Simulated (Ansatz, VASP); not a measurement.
## Two plane-wave programs on Cu

```
Cu
1.0
     2.53410    0.00000    0.00000
    -1.26705    2.19459    0.00000
     0.00000    0.00000    4.11257
Cu
2
Cartesian
  0.0000 1.4631 1.0281
  1.2670 0.7315 3.0844
```

Alike in both runs: task single point; functional revPBE; k mesh 6 × 6 × 4; occupations gaussian, width 0.1 eV; no spin polarisation.

|  | VASP | Ansatz |
| --- | --- | --- |
| version | VASP 6.6.1 | Ansatz 0.2.0 |
| potentials or method | VASP PAW PBE potentials, release 64 (Cu), cutoff 520 eV | scalar-relativistic, plane waves, PAW |
| valence electrons in the cell | 22 | 38 |

```csv
,VASP,Ansatz,Ansatz less VASP
gap on the k mesh at the Fermi level (eV),none,none,-
pressure (GPa),11.9,11.4,-0.55
"traceless stress, the component that is largest in VASP (GPa)",-1.17,-1.14,+0.029
```

VASP's potentials were made for PBE, not for revPBE. A gap of «none» marks a metal or a gap that the smearing closes. VASP's potentials hold 22 valence electrons a cell and Ansatz's 38, so a difference there can come from the potentials and not from the codes.

The k mesh is coarse, so the values compare programs but aren't converged.
